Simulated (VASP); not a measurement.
# Ni (P6_3/mmc) in VASP: notebook

Ni is run at these levels: PBEsol, PBE+D3(BJ), PBE; tasks: single point, relaxation of cell and atoms.

Everything below comes from runs of VASP 6.6.1. Logs are shortened: lines on timing, memory, paths and dates and some standing lists are left out, and cuts for length are marked.

## Step 1: The cell of the first run

The structure is hexagonal, space group P6_3/mmc (No. 194). The conventional cell has a = 2.448 Å, b = 2.448 Å, c = 4.073 Å, α = 90.00°, β = 90.00°, γ = 120.00°. Ni (site symmetry -6m2) has 12 Ni at 2.45 to 2.48 Å within 3.2 Å.

## Step 2: Single point, PBEsol, collinear spin, ferromagnetic start

Contents of INCAR:

```
SYSTEM = Ni
PREC     = Accurate       ! precision mode
ENCUT    = 590            ! plane-wave cutoff, eV
EDIFF    = 1E-6           ! SCF threshold, eV
ISMEAR   = -1             ! smearing method
SIGMA    = 0.05           ! smearing width, eV
LREAL    = .False.        ! projectors in reciprocal space
LASPH    = .True.         ! aspherical terms in the spheres
NELM     = 200            ! most SCF steps
ALGO     = Normal         ! electronic algorithm
ISIF     = 2              ! what is computed and relaxed
LWAVE    = .False.        ! write WAVECAR
LCHARG   = .False.        ! write CHGCAR
ISPIN    = 2              ! spin polarisation
MAGMOM   = 1.5 1.5        ! initial moments
LORBIT   = 11             ! projections on sites
NUPDOWN  = 3.0            ! fixed moment
LMAXMIX  = 4              ! l up to which the mixer works
GGA      = PS             ! functional
NBANDS   = 29             ! bands
GGA_COMPAT= .False.
```

Contents of KPOINTS:

```
regular mesh
0
Gamma
  10 10 6
  0 0 0
```

Contents of POSCAR:

```
Ni
1.0
    2.4480228978      0.0000000000      0.0000000000
   -1.2240114489      2.1200500186      0.0000000000
    0.0000000000      0.0000000000      4.0728075700
Ni
2
Direct
    0.6666666667      0.3333333333      0.7500000000
    0.3333333333      0.6666666667      0.2500000000
```

Potentials or basis: VASP PAW PBE potentials, release 64 (Ni_sv_GW).

Launch:

```sh
$ cat potpaw_PBE.64/Ni_sv_GW/POTCAR > POTCAR
$ mpirun -np 1 vasp_std > vasp.out
```

OUTCAR:

```text
SYSTEM = Ni
   PREC = Accurate
   ENCUT = 590
   EDIFF = 1E-6
   ISMEAR = -1
   LREAL = .False.
   LASPH = .True.
   NELM = 200
   ISIF = 2
   ISPIN = 2
   LORBIT = 11
   NUPDOWN = 3.0
   GGA = PS

 ion  position               nearest neighbor table
   1  0.667  0.333  0.750-   2 2.48   2 2.48   2 2.48   2 2.48   2 2.48   2 2.48
   2  0.333  0.667  0.250-   1 2.48   1 2.48   1 2.48   1 2.48   1 2.48   1 2.48

  LATTYP: Found a hexagonal cell.
 ALAT       =     2.4480228978
 C/A-ratio  =     1.6637130207

  Lattice vectors:

 A1 = (   2.4480228978,   0.0000000000,   0.0000000000)
 A2 = (  -1.2240114489,   2.1200500186,   0.0000000000)
 A3 = (   0.0000000000,   0.0000000000,   4.0728075700)

Analysis of symmetry for initial positions (statically):
=====================================================================
 Subroutine PRICEL returns:
 Original cell was already a primitive cell.

 Routine SETGRP: Setting up the symmetry group for a
 hexagonal supercell.

 Subroutine GETGRP returns: Found 24 space group operations
 (whereof 12 operations were pure point group operations)
 out of a pool of 24 trial point group operations.

The static configuration has the point symmetry D_3d.
 The point group associated with its full space group is D_6h.

Analysis of symmetry for dynamics (positions and initial velocities):
=====================================================================
 Subroutine PRICEL returns:
 Original cell was already a primitive cell.

 Routine SETGRP: Setting up the symmetry group for a
 hexagonal supercell.

 Subroutine GETGRP returns: Found 24 space group operations
 (whereof 12 operations were pure point group operations)
 out of a pool of 24 trial point group operations.

The dynamic configuration has the point symmetry D_3d.
 The point group associated with its full space group is D_6h.

Analysis of structural, dynamic, and magnetic symmetry:
=====================================================================
 Subroutine PRICEL returns:
 Original cell was already a primitive cell.

 Routine SETGRP: Setting up the symmetry group for a
 hexagonal supercell.

 Subroutine GETGRP returns: Found 24 space group operations
 (whereof 12 operations were pure point group operations)
 out of a pool of 24 trial point group operations.

The overall configuration has the point symmetry D_3d.
 The point group associated with its full space group is D_6h.

 Subroutine INISYM returns: Found 24 space group operations
 (whereof 12 operations are pure point group operations),
 and found     1 'primitive' translations

----------------------------------------------------------------------------------------

                                     Primitive cell

  volume of cell :      21.1376

  direct lattice vectors                    reciprocal lattice vectors
     2.448022898  0.000000000  0.000000000     0.408492911  0.235843492  0.000000000
    -1.224011449  2.120050019  0.000000000     0.000000000  0.471686984  0.000000000
     0.000000000  0.000000000  4.072807570     0.000000000  0.000000000  0.245530873

  length of vectors
     2.448022898  2.448022898  4.072807570     0.471686984  0.471686984  0.245530873

  position of ions in fractional coordinates (direct lattice)
     0.666666667  0.333333333  0.750000000
     0.333333333  0.666666667  0.250000000

  ion indices of the primitive-cell ions
   primitive index   ion index
                 1           1
                 2           2

----------------------------------------------------------------------------------------

 KPOINTS: regular mesh

Automatic generation of k-mesh.
 Grid dimensions read from file:
 generate k-points for:   10   10    6

 Generating k-lattice:

  Cartesian coordinates                     Fractional coordinates (reciprocal lattice)
     0.040849291  0.023584349  0.000000000     0.100000000 -0.000000000  0.000000000
     0.000000000  0.047168698  0.000000000     0.000000000  0.100000000  0.000000000
     0.000000000  0.000000000  0.040921812     0.000000000  0.000000000  0.166666667

  Length of vectors
     0.047168698  0.047168698  0.040921812

  Shift w.r.t. Gamma in fractional coordinates (k-lattice)
     0.000000000  0.000000000  0.000000000

 Subroutine IBZKPT returns following result:
 ===========================================

 Found     56 irreducible k-points:

 Following reciprocal coordinates:
            Coordinates               Weight
  0.000000  0.000000  0.000000      1.000000
  0.100000 -0.000000  0.000000      6.000000
  0.200000 -0.000000  0.000000      6.000000
  0.300000  0.000000  0.000000      6.000000
  0.400000 -0.000000  0.000000      6.000000
  0.500000 -0.000000  0.000000      3.000000
[... 16 lines left out ...]
  0.300000  0.100000  0.166667     24.000000
  0.400000  0.100000  0.166667     24.000000
 [... further k-points ...]
   k-points           NKPTS =     56   k-points in BZ     NKDIM =     56   number of bands    NBANDS=     29
   number of dos      NEDOS =    301   number of ions     NIONS =      2
   total plane-waves  NPLWV =  12800
   dimension x,y,z NGX =    20 NGY =   20 NGZ =   32
   dimension x,y,z NGXF=    40 NGYF=   40 NGZF=   64
   ions per type =               2
   NGX,Y,Z   is equivalent  to a cutoff of  13.58, 13.58, 13.06 a.u.
   NGXF,Y,Z  is equivalent  to a cutoff of  27.16, 27.16, 26.12 a.u.
 SYSTEM =  Ni
   PREC   = accura    normal or accurate (medium, high low for compatibility)
   ISTART =      0    job   : 0-new  1-cont  2-samecut
   ICHARG =      2    charge: 1-file 2-atom 10-const
   ISPIN  =      2    spin polarized calculation?
   LNONCOLLINEAR =      F non collinear calculations
   LSORBIT =      F    spin-orbit coupling
   LASPH  =      T    aspherical Exc in radial PAW
   ENCUT  =  590.0 eV  43.36 Ry    6.59 a.u.   4.85  4.85  8.07*2*pi/ulx,y,z
   NELM   =    200;   NELMIN=  2; NELMDL= -5     # of ELM steps
   EDIFF  = 0.1E-05   stopping-criterion for ELM
   LREAL  =      F    real-space projection
   EDIFFG = 0.1E-04   stopping-criterion for IOM
   NSW    =      0    number of steps for IOM
   IBRION =     -1    ionic relax: 0-MD 1-quasi-New 2-CG
   NFREE  =      0    steps in history (QN), initial steepest desc. (CG)
   ISIF   =      2    stress and relaxation
   ISYM   =      2    0-nonsym 1-usesym 2-fastsym
   POTIM  = 0.5000    time-step for ionic-motion
   TEBEG  =    0.0;   TEEND  =   0.0 temperature during run
   PSTRESS=    0.0 pullay stress
   NELECT =      36.0000    total number of electrons
   NUPDOWN=       3.0000    fix difference up-down
   EMIN   =  10.00;   EMAX   =-10.00  energy-range for DOS
   EFERMI =   0.00;   METHOD = LEGACY
   ISMEAR =    -1;   SIGMA  =   0.05  broadening in eV -4-tet -1-fermi 0-gaus
   EFERMI_NEDOS =   21; number of points for ismear=-14 and -15
   IALGO  =     38    algorithm
   IMIX   =      4    mixing-type and parameters
     AMIX     =   0.40;   BMIX     =  1.00
     AMIX_MAG =   1.60;   BMIX_MAG =  1.00
  volume/ion in A,a.u.               =      10.57        71.32
  Fermi-wavevector in a.u.,A,eV,Ry     =   1.955047  3.694503 52.004300  3.822208
  Thomas-Fermi vector in A             =   2.981484
   LORBIT       =     11    0 simple, 1 ext, 2 COOP (PROOUT), +10 PAW based schemes
   GGA     = PS    functional components
   LHFCALC =     F    Hartree Fock is set to
   AEXX    =    0.0000 exact exchange contribution
   IVDW    =     0    specifies the selected vdW correction
   LEPSILON=     F    determine dielectric tensor
   LRPA    =     F    only Hartree local field effects (RPA)
 spin polarized calculation
  energy-cutoff  :      590.00
  volume of cell :       21.14
 maximum number of plane-waves:       701
 NGX is ok and might be reduce to    20
   NGX =  9   NGY =  9   NGZ = 17

 number of electron      35.9999971 magnetization       2.9999997

 Free energy of the ion-electron system (eV)
  ---------------------------------------------------
  ext. energy  EPLUGINS =         0.00000000
  ---------------------------------------------------
  free energy    TOTEN  =       -12.94227940 eV

  energy without entropy =      -12.92289426  energy(sigma->0) =      -12.93258683

 E-fermi :   7.6774     XC(G=0): -14.3214

 val. band max:       10.6404486918   @ k =   0.5000  -0.0000   0.0000
 cond. band min:       7.6801392977   @ k =   0.3000   0.3000   0.1667
 fundamental gap:     -2.9603093941
 Fermi energy:        10.7313193317

 spin component 1

 k-point     1 :       0.0000    0.0000    0.0000
  band No.  band energies     occupation
      1     -96.3150      1.00000
      2     -96.2813      1.00000
      3     -56.9287      1.00000
      4     -56.7023      1.00000
      5     -56.6972      1.00000
      6     -56.6972      1.00000
[... 21 lines left out ...]
     28      34.1230      0.00000
     29      37.7958      0.00000
[... 705 lines left out ...]
 k-point    24 :       0.4000    0.1000    0.1667
  band No.  band energies     occupation
      1     -96.2754      1.00000
      2     -96.2656      1.00000
      3     -56.8904      1.00000
      4     -56.8594      1.00000
      5     -56.8109      1.00000
      6     -56.7586      1.00000
[... 21 lines left out ...]
     28      32.5160      0.00000
     29      36.2088      0.00000

 [... further k-points ...]

 spin component 2

 k-point     1 :       0.0000    0.0000    0.0000
  band No.  band energies     occupation
      1     -94.6693      1.00000
      2     -94.6339      1.00000
      3     -55.3178      1.00000
      4     -55.0937      1.00000
      5     -55.0937      1.00000
      6     -55.0787      1.00000
[... 21 lines left out ...]
     28      34.7505      0.00000
     29      38.4306      0.00000
[... 705 lines left out ...]
 k-point    24 :       0.4000    0.1000    0.1667
  band No.  band energies     occupation
      1     -94.6277      1.00000
      2     -94.6175      1.00000
      3     -55.2953      1.00000
      4     -55.2635      1.00000
      5     -55.1965      1.00000
      6     -55.1571      1.00000
[... 21 lines left out ...]
     28      33.1398      0.00000
     29      36.7636      0.00000

 [... further k-points ...]
[... 5 lines left out ...]
  --------------------------------------------------------------------------------------
  -------------------------------------------------------------------------------------
  Total        1.0160087      1.0160087     -0.1995879      0.0000000      0.0000000     -0.0000000
  in kB       77.0109573     77.0109573    -15.1282694      0.0000000      0.0000000     -0.0000000
  external PRESSURE =      46.2978817 kB  Pullay stress =       0.0000000 kB

 VOLUME and BASIS-vectors are now :
 -----------------------------------------------------------------------------
  energy-cutoff  :      590.00
  volume of cell :       21.14
      direct lattice vectors                 reciprocal lattice vectors
     2.448022898  0.000000000  0.000000000     0.408492911  0.235843492  0.000000000
    -1.224011449  2.120050019  0.000000000     0.000000000  0.471686984  0.000000000
     0.000000000  0.000000000  4.072807570     0.000000000  0.000000000  0.245530873

 POSITION                                       TOTAL-FORCE (eV/Angst)
 -----------------------------------------------------------------------------------
      1.22401      0.70668      3.05461        -0.000000      0.000000      0.000000
     -0.00000      1.41337      1.01820         0.000000     -0.000000      0.000000
 -----------------------------------------------------------------------------------
    total drift:                                0.000000     -0.000000      0.000000

  FREE ENERGIE OF THE ION-ELECTRON SYSTEM (eV)
  ---------------------------------------------------
  free  energy   TOTEN  =       -12.9422793959 eV

  energy  without entropy=      -12.9228942634  energy(sigma->0) =      -12.93258683

 total charge

# of ion       s       p       d       f       tot
--------------------------------------------------
    1        2.268   6.390   7.683   0.006  16.347
    2        2.268   6.390   7.683   0.006  16.347
--------------------------------------------------
tot          4.537  12.780  15.365   0.011  32.693

 magnetization (x)

# of ion       s       p       d       f       tot
--------------------------------------------------
    1        0.025   0.074   1.324   0.000   1.423
    2        0.025   0.074   1.324   0.000   1.423
--------------------------------------------------
tot          0.050   0.148   2.648   0.001   2.847
```

Wall time 87 s (1 thread of AMD EPYC 7R43 (Zen 3), shared host); peak memory 0.16 GiB.

What came out:

* Free energy: -12.9423 eV
* Pressure: 4.6 GPa
* Net moment: 3.00 μB per cell
* Site moments: Ni +1.42 μB
* Valence electrons inside the program's atomic spheres: Ni 16.35

Stress tensor (GPa, compression positive):
```
 7.70  0.00  0.00
 0.00  7.70  0.00
 0.00  0.00 -1.51
```

Caveat: the PAW data sets were made with another functional, which shifts forces and pressure a little; the total moment is fixed, so each spin has its own Fermi level.

[end of part 1 of 3]
